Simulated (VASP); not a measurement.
Input of a VASP 6.6.1 run:

Contents of INCAR:

```
SYSTEM = Mo
ALGO = Fast
EDIFF = 1E-6
ENCUT = 520
GGA = PS
ISIF = 2
ISMEAR = 0
LASPH = .TRUE.
LCHARG = .FALSE.
LREAL = .FALSE.
LWAVE = .FALSE.
NBANDS = 13
NELM = 80
PREC = Accurate
SIGMA = 0.15
```

KPOINTS

```
k-points
0
G
  24 24 24
  0 0 0
```

POSCAR

```
Mo
1.0
    2.6737770390      0.0000000000      0.0000000000
   -1.3368885195      2.3155588398      0.0000000000
    0.0000000000      0.0000000000      2.6166746292
Mo
1
Direct
    0.0000000000      0.0000000000      0.5000000000
```

Potentials or basis: VASP PAW PBE potentials, release 64 (Mo_sv).

Command:

```console
$ cat potpaw_PBE.64/Mo_sv/POTCAR > POTCAR
$ mpirun -np 1 vasp_std > vasp.out
```

Estimate the pressure.

2.7 GPa.

What does it give for the band gap on the k mesh?

Zero (band 7 reaches 12.80 eV, above the bottom of band 8 at 10.90 eV).

Stress tensor (GPa, compression positive):
```
 10.50   0.00   0.00
  0.00  10.50   0.00
  0.00   0.00 -12.89
```

Caveat: the cell differs from its parent crystal (strain -0.025 along x and y, +0.050 along z); the PAW data sets were made with another functional, which shifts forces and pressure a little.
